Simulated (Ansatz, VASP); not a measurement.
# Two plane-wave programs on Se

```
Se
1.0
     3.61694   -0.41214    0.44692
    -1.37187    5.60713    0.97412
     1.62467    2.46292    3.78477
Se
2
Cartesian
  3.1835 2.5286 3.9348
  1.3974 4.4611 3.2104
```

Alike in both runs: functional PBE; k mesh 6 × 4 × 6; occupations gaussian, width 0.1 eV; no spin polarisation.

Ansatz relaxed the structure, and its values are those at the end. VASP's run is a single point on that final structure, the one shown.

```csv
,VASP,Ansatz
version,VASP 6.6.1,Ansatz 0.2.0
potentials or method,"VASP PAW PBE potentials, release 64 (Se), cutoff 520 eV","scalar-relativistic, plane waves, PAW"
valence electrons in the cell,12,32
```

|  | VASP | Ansatz | Ansatz less VASP |
| --- | --- | --- | --- |
| gap on the k mesh at the Fermi level (eV) | none | none | - |
| pressure (GPa) | 0.2 | 0.1 | -0.06 |
| rms of the force components (eV/Å) | 0.018 | 0.013 | -0.0055 |

A gap of «none» marks a metal or a gap that the smearing closes. VASP's potentials hold 12 valence electrons a cell and Ansatz's 32, so a difference there can come from the potentials and not from the codes.

The k mesh is coarse, so the values compare programs but aren't converged.
